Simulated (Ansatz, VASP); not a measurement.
## Pb: VASP beside Ansatz

Contents of INCAR:

```
  PREC = Accurate
  ENCUT = 520
  EDIFF = 1E-7
  ISMEAR = 0
  SIGMA = 0.1
  LREAL = F
  LASPH = T
  NELM = 100
  ALGO = Normal
  ISIF = 2
  LWAVE = F
  LCHARG = T
  LELF = T
  LVHAR = T
  NBANDS = 13
```

The input KPOINTS:

```
regular mesh
0
Gamma
  11 11 11
```

The input POSCAR:

```
Pb
1.0
    0.0000000000      2.4375492138      2.4375492138
    2.4375492138      0.0000000000      2.4375492138
    2.4375492138      2.4375492138      0.0000000000
Pb
1
Direct
    0.0000000000      0.0000000000      0.0000000000
```

Input for Ansatz:

```yaml
crystal:
  lattice:
    - [0.0, 2.4375492138, 2.4375492138]
    - [2.4375492138, 0.0, 2.4375492138]
    - [2.4375492138, 2.4375492138, 0.0]
  atoms:
    - { symbol: Pb, position: [0.0, 0.0, 0.0] }
hamiltonian:
  xc: lda
  pseudopotentials:
    kind: paw
    azcp:
      Pb: "pseudopotentials/Pb.paw.azcp"
basis:
  ecutwfc: 420
  fft_grid_basis: typed
kpoints:
  mp_grid: { grid: [11, 11, 11], shift: [0, 0, 0] }
magnetization:
  spin_polarized: false
scf:
  occupations: { method: gaussian, width: 0.1 }
  lower_state_search: "off"
output:
  stress: true
```

Alike in both runs: task single point; functional LDA; k mesh 11 × 11 × 11; occupations gaussian, width 0.1 eV; no spin polarisation.

|  | VASP | Ansatz |
| --- | --- | --- |
| version | VASP 6.6.1 | Ansatz 0.2.0 |
| potentials or method | VASP PAW LDA potentials, release 64 (Pb_d), cutoff 520 eV | plane waves (420 eV) with PAW, scalar-relativistic |
| valence electrons in the cell | 14 | 14 |

|  | VASP | Ansatz | Ansatz less VASP |
| --- | --- | --- | --- |
| pressure (GPa) | 0.0 | 0.0 | -0.06 |

Ansatz warns that its potentials were made for another functional, while VASP's fit it. LDA's correlation is that of Perdew and Zunger in VASP and of Perdew and Wang (1992) in Ansatz.

Neither program's run includes spin-orbit coupling.
